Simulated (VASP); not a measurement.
Ru, 1 atom in the cell. It takes space group Im-3m (No. 229, cubic). The conventional cell has a = 3.054 Å, b = 3.054 Å, c = 3.054 Å, α = 90.00°, β = 90.00°, γ = 90.00°. Within 3.5 Å of Ru (site symmetry m-3m) lie 14 Ru at 2.65 to 3.05 Å. 

* Program: VASP 6.6.1
* Task: single point
* Functional: PBE
* Potentials or basis: VASP PAW PBE potentials, release 64 (Ru_pv)
* Cutoff: 520 eV
* k mesh: 18 × 18 × 18
* Occupations: fermi-dirac, width 0.05 eV
* Spin: no spin polarisation
* Dipole correction: no
* Further INCAR settings: ALGO = Normal; EDIFF = 1e-06; NBANDS = 13

Potentials or basis: VASP PAW PBE potentials, release 64 (Ru_pv).

The run is started by

```bash
$ cat potpaw_PBE.64/Ru_pv/POTCAR > POTCAR
$ mpirun -np 1 vasp_std > vasp.out
```

Hardware: 1 thread of Intel(R) Xeon(R) 6975P-C (Granite Rapids), with other jobs on the host.

Problem. How long does it take, and how much memory?

Solution. It took 10 s on 1 thread of Intel(R) Xeon(R) 6975P-C (Granite Rapids) (shared host), peak memory 0.14 GiB. Counts: scf iterations 11, k points 195.
